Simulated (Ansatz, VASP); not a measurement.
## Two plane-wave programs on Si

The input INCAR:

```
SYSTEM = Si
  ALGO = Fast
  EDIFF = 1E-7
  ENCUT = 520
  GGA = CA
  ISIF = 2
  ISMEAR = 0
  LASPH = .TRUE.
  LCHARG = .FALSE.
  LREAL = .FALSE.
  LWAVE = .FALSE.
  NBANDS = 26
  NELM = 80
  PREC = Accurate
  SIGMA = 0.03
```

Contents of KPOINTS:

```
k-points
0
G
  10 10 3
  0 0 0
```

File POSCAR:

```
Si
1.0
   -3.8016851185      0.0000000000      0.0000000000
   -1.9008425592     -3.2923558898      0.0000000000
   -1.1088248262     -1.3718149541     12.5773876662
Si
8
Direct
    0.2577901648     -0.0443825096      0.9065180230
    0.2994568314      0.1639508237      0.4065180230
    0.6536234981      0.6014508237      0.1565180230
    0.6119568314      0.3931174904      0.6565180230
    0.3255431686      0.2943825096      0.0934819770
    0.2838765019      0.0860491762      0.5934819770
    0.6380431686      0.5235491762      0.3434819770
    0.5963765019      0.3152158429      0.8434819770
```

Input for Ansatz:

```yaml
crystal:
  lattice:
    - [-3.8016851185, 0.0, 0.0]
    - [-1.9008425592, -3.2923558898, 0.0]
    - [-1.1088248262, -1.3718149541, 12.5773876662]
  atoms:
    - { symbol: Si, position: [0.2577901648, -0.0443825096, 0.906518023] }
    - { symbol: Si, position: [0.2994568314, 0.1639508237, 0.406518023] }
    - { symbol: Si, position: [0.6536234981, 0.6014508237, 0.156518023] }
    - { symbol: Si, position: [0.6119568314, 0.3931174904, 0.656518023] }
    - { symbol: Si, position: [0.3255431686, 0.2943825096, 0.093481977] }
    - { symbol: Si, position: [0.2838765019, 0.0860491762, 0.593481977] }
    - { symbol: Si, position: [0.6380431686, 0.5235491762, 0.343481977] }
    - { symbol: Si, position: [0.5963765019, 0.3152158429, 0.843481977] }
basis:
  ecutwfc: 420
kpoints:
  mp_grid: { grid: [10, 10, 3] }
hamiltonian:
  xc: lda
  pseudopotentials: { kind: paw, azcp: { folder: soft_1 } }
scf:
  occupations: { method: gaussian, width: 0.03 }
output:
  forces: true
  stress: true
  eigenvalues: true
```

Alike in both runs: task single point; functional LDA; k mesh 10 × 10 × 3; occupations gaussian, width 0.03 eV; no spin polarisation.

|  | VASP | Ansatz |
| --- | --- | --- |
| version | VASP 6.6.1 | Ansatz 0.2.0 |
| potentials or method | VASP PAW LDA potentials, release 64 (Si), cutoff 520 eV | scalar-relativistic, plane waves, PAW |
| valence electrons in the cell | 32 | 32 |

|  | VASP | Ansatz | Ansatz less VASP |
| --- | --- | --- | --- |
| gap on the k mesh at the Fermi level (eV) | none | none | - |
| pressure (GPa) | -0.9 | -0.9 | -0.05 |
| traceless stress, the component that is largest in VASP (GPa) | 1.34 | 1.34 | -0.001 |
| rms of the force components (eV/Å) | 0.254 | 0.254 | -0.0005 |

Ansatz warns that its potentials were made for another functional, while VASP's fit it. LDA's correlation is that of Perdew and Zunger in VASP and of Perdew and Wang (1992) in Ansatz. Atom by atom the forces differ by 0.001 eV/Å (rms over components). A gap of «none» marks a metal or a gap that the smearing closes.
